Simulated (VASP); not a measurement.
# V (Fm-3m) in VASP: a series of runs, part 2 of 2

VASP 6.6.1.

## Step 3: Single point, LDA (11.43 Å³/atom)

This run uses another cell than the first one, of 11.43 Å³/atom.

File INCAR:

```
SYSTEM = V
  PREC = Accurate
  ENCUT = 520
  EDIFF = 1E-6
  ISMEAR = -1
  SIGMA = 0.1
  LREAL = .FALSE.
  LASPH = .TRUE.
  NELM = 100
  ALGO = Normal
  ISIF = 2
  LWAVE = .FALSE.
  LCHARG = .FALSE.
  GGA = CA
  NBANDS = 12
```

File KPOINTS:

```
regular mesh
0
G
  16 16 16
  0 0 0
```

File POSCAR:

```
V
1.0
    0.0000000000      1.7877075487      1.7877075487
    1.7877075487      0.0000000000      1.7877075487
    1.7877075487      1.7877075487      0.0000000000
V
1
Direct
    0.0000000000      0.0000000000      0.0000000000
```

Potentials or basis: VASP PAW LDA potentials, release 64 (V_sv).

On the command line:

```
$ cat potpaw_LDA.64/V_sv/POTCAR > POTCAR
$ mpirun -np 1 vasp_std > vasp.out
```

OUTCAR:

```text
SYSTEM = V
   PREC = Accurate
   ENCUT = 520
   EDIFF = 1E-6
   ISMEAR = -1
   LREAL = .FALSE.
   LASPH = .TRUE.
   NELM = 100
   ISIF = 2
   GGA = CA

 ion  position               nearest neighbor table
   1  0.000  0.000  0.000-

  LATTYP: Found a face centered cubic cell.
 ALAT       =     3.5754150974

  Lattice vectors:

 A1 = (   0.0000000000,   1.7877075487,   1.7877075487)
 A2 = (   1.7877075487,   0.0000000000,   1.7877075487)
 A3 = (   1.7877075487,   1.7877075487,   0.0000000000)

Analysis of symmetry for initial positions (statically):
=====================================================================
 Subroutine PRICEL returns:
 Original cell was already a primitive cell.

 Routine SETGRP: Setting up the symmetry group for a
 face centered cubic supercell.

 Subroutine GETGRP returns: Found 48 space group operations
 (whereof 48 operations were pure point group operations)
 out of a pool of 48 trial point group operations.

The static configuration has the point symmetry O_h .

Analysis of symmetry for dynamics (positions and initial velocities):
[... 158 lines left out ...]
 val. band max:       12.1017589761   @ k =  -0.2500   0.1250   0.0000
 cond. band min:      12.1081158758   @ k =  -0.4375   0.0625   0.0000
 fundamental gap:      0.0063568997
 Fermi energy:        12.1050565145

 k-point     1 :       0.0000    0.0000    0.0000
  band No.  band energies     occupation
      1     -51.1069      2.00000
      2     -24.4588      2.00000
      3     -24.4588      2.00000
      4     -24.4588      2.00000
      5       4.9265      2.00000
      6      12.1905      0.59690
      7      12.1905      0.59690
      8      12.1905      0.59690
      9      14.4430      0.00000
     10      14.4430      0.00000
     11      30.9114      0.00000
     12      37.1309      0.00000
[... 331 lines left out ...]
 k-point    24 :      -0.0625    0.0625    0.0000
  band No.  band energies     occupation
      1     -51.0711      2.00000
      2     -24.6073      2.00000
      3     -24.5006      2.00000
      4     -24.4679      2.00000
      5       5.3860      2.00000
      6      11.9113      1.74821
      7      12.3511      0.15740
      8      12.3859      0.11374
      9      14.2204      0.00000
     10      14.4582      0.00000
     11      31.3633      0.00000
     12      34.8047      0.00000

 [... further k-points ...]
[... 5 lines left out ...]
  --------------------------------------------------------------------------------------
  -------------------------------------------------------------------------------------
  Total        2.3628750      2.3628750      2.3628750     -0.0000000      0.0000000      0.0000000
  in kB      331.3079866    331.3079866    331.3079866     -0.0000000      0.0000000      0.0000000
  external PRESSURE =     331.3079866 kB  Pullay stress =       0.0000000 kB

 VOLUME and BASIS-vectors are now :
 -----------------------------------------------------------------------------
  energy-cutoff  :      520.00
  volume of cell :       11.43
      direct lattice vectors                 reciprocal lattice vectors
     0.000000000  1.787707549  1.787707549    -0.279687805  0.279687805  0.279687805
     1.787707549  0.000000000  1.787707549     0.279687805 -0.279687805  0.279687805
     1.787707549  1.787707549  0.000000000     0.279687805  0.279687805 -0.279687805

 POSITION                                       TOTAL-FORCE (eV/Angst)
 -----------------------------------------------------------------------------------
      0.00000      0.00000      0.00000         0.000000      0.000000      0.000000
 -----------------------------------------------------------------------------------
    total drift:                                0.000000     -0.000000      0.000000

  FREE ENERGIE OF THE ION-ELECTRON SYSTEM (eV)
  ---------------------------------------------------
  free  energy   TOTEN  =        -9.5424816632 eV

  energy  without entropy=       -9.4928246032  energy(sigma->0) =       -9.51765313
```

OSZICAR:

```text
N       E                     dE             d eps       ncg     rms          rms(c)
DAV:   1     0.866075886286E+02    0.86608E+02   -0.70343E+03  3500   0.122E+03
DAV:   2    -0.954528028912E+01   -0.96153E+02   -0.93386E+02  3540   0.329E+02
DAV:   3    -0.106676029728E+02   -0.11223E+01   -0.11199E+01  3908   0.419E+01
DAV:   4    -0.106729469927E+02   -0.53440E-02   -0.53439E-02  3856   0.304E+00
DAV:   5    -0.106730075066E+02   -0.60514E-04   -0.60515E-04  3900   0.304E-01    0.230E+01
DAV:   6    -0.958946743829E+01    0.10835E+01   -0.22389E+00  3660   0.253E+01    0.435E+00
DAV:   7    -0.955265981097E+01    0.36808E-01   -0.39444E-02  3872   0.235E+00    0.165E+00
DAV:   8    -0.954246919338E+01    0.10191E-01   -0.89214E-03  3524   0.144E+00    0.882E-02
DAV:   9    -0.954246710550E+01    0.20879E-05   -0.84551E-05  3920   0.154E-01    0.569E-02
DAV:  10    -0.954248164745E+01   -0.14542E-04   -0.60955E-06  3672   0.310E-02    0.110E-03
DAV:  11    -0.954248166318E+01   -0.15728E-07   -0.82913E-08  2048   0.433E-03
   1 F= -.95424817E+01 E0= -.95176531E+01  d E =-.496571E-01
```

stdout:

```text
POSCAR found type information on POSCAR V
 POSCAR found :  1 types and       1 ions
 scaLAPACK will be used
 LDA part: xc-table for (Slater(with rela. corr.)+CA(PZ))
 , standard interpolation
 POSCAR, INCAR and KPOINTS ok, starting setup
 FFT: planning ... GRIDC
 FFT: planning ... GRID_SOFT
 FFT: planning ... GRID
 WAVECAR not read
 entering main loop
```

It took 25 s on 1 thread of Intel Xeon 8259CL, shared host; peak memory 0.13 GiB.

Results:

```
Free energy            : -9.5425 eV
Pressure               : 33.1 GPa
Band gap on the k mesh : zero (an odd number of electrons rules out a gap without spin polarisation)
```

Caveat: the cell stands under pressure.
